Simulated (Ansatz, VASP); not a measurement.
# AlGa2As3: VASP beside Ansatz

```
CELL_PARAMETERS angstrom
4.78623 0.00000 0.00000
-2.39312 4.14500 0.00000
0.00000 0.00000 9.63110
ATOMIC_POSITIONS crystal
Al 0.33333 0.66667 0.00000
Ga 0.66667 0.33333 0.00000
Ga 0.00000 0.00000 0.00000
As 0.66667 0.33333 0.26103
As 0.66667 0.33333 0.73897
As 0.66667 0.33333 0.50000
```

Alike in both runs: functional PBE; k mesh 12 × 12 × 4; occupations gaussian, width 0.1 eV; no spin polarisation.

Ansatz relaxed the structure, and its values are those at the end. VASP's run is a single point on that final structure, the one shown.

```csv
,VASP,Ansatz
version,VASP 6.6.1,Ansatz 0.2.0
potentials or method,"VASP PAW PBE potentials, release 64 (Al, Ga_d, As), cutoff 520 eV","scalar-relativistic, plane waves, PAW"
valence electrons in the cell,44,74
```

```tsv
	VASP	Ansatz	Ansatz less VASP
gap on the k mesh at the Fermi level (eV)	none	none	-
pressure (GPa)	0.1	0.0	-0.10
rms of the force components (eV/Å)	0.013	0.000	-0.0130
```

A gap of «none» marks a metal or a gap that the smearing closes. With one functional, cell and mesh, what is left measures potentials, basis and numerics. VASP's potentials hold 44 valence electrons a cell and Ansatz's 74, so a difference there can come from the potentials and not from the codes.
